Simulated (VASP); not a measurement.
Input of a VASP 6.6.1 run:

File INCAR:

```
ALGO = Normal ; EDIFF = 1E-6
ENCUT = 520 ; GGA_COMPAT = F
ISIF = 2 ; ISMEAR = 0
LASPH = T ; LCHARG = T
LELF = T ; LREAL = F
LVHAR = T ; LWAVE = F
NBANDS = 94 ; NELM = 120
NELMDL = -8 ; PREC = Accurate
SIGMA = 0.01
```

KPOINTS

```
k-points
0
Gamma
  4 4 1
```

Contents of POSCAR:

```
ReS2
1.0
    6.3355089393      0.0000000000      0.0000000000
    3.1112149501      5.6366336777      0.0000000000
    0.0000000000      0.0000000000     23.0000000000
Re S
8 16
Direct
    0.1217509518      0.2112687337      0.3653067994
    0.2450136531      0.5872257259      0.3694618331
    0.6948876457      0.1860222256      0.3668415341
    0.6718826780      0.6124710129      0.3679249952
    0.6217509518      0.2112687337      0.6305241907
    0.7450136531      0.5872257259      0.6346792244
    1.1948876457      0.1860222256      0.6320589254
    1.1718826780      0.6124710129      0.6331423865
    0.8663834063      0.8035865928      0.3158850369
    0.3307780708      0.8320972237      0.3087007631
    0.0360291291      0.9663328396      0.4260844165
    0.0008929480      0.5029257807      0.4351155771
    0.5003993430      0.9948860370      0.4188878189
    0.8301116125      0.3387288555      0.2918739789
    0.5366324604      0.4597124372      0.4429240769
    0.3658437923      0.2955096511      0.2996888219
    1.3663834063      0.8035865928      0.5811024282
    0.8307780708      0.8320972237      0.5739181545
    0.5360291291      0.9663328396      0.6913018078
    0.5008929480      0.5029257807      0.7003329684
    1.0003993430      0.9948860370      0.6841052102
    1.3301116125      0.3387288555      0.5570913702
    1.0366324604      0.4597124372      0.7081414682
    0.8658437923      0.2955096511      0.5649062132
```

Potentials or basis: VASP PAW LDA potentials, release 64 (Re, S).

Command:

```bash
$ cat potpaw_LDA.64/Re/POTCAR potpaw_LDA.64/S/POTCAR > POTCAR
$ mpirun -np 1 vasp_std > vasp.out
```

(1) What does it give for the band gap on the k mesh?

(2) What does it give for the largest force?

Results:

(1) 1.28 eV.

(2) 0.223 eV/Å.

Caveat: spin-orbit coupling is left out, which moves the levels of the heavy elements.
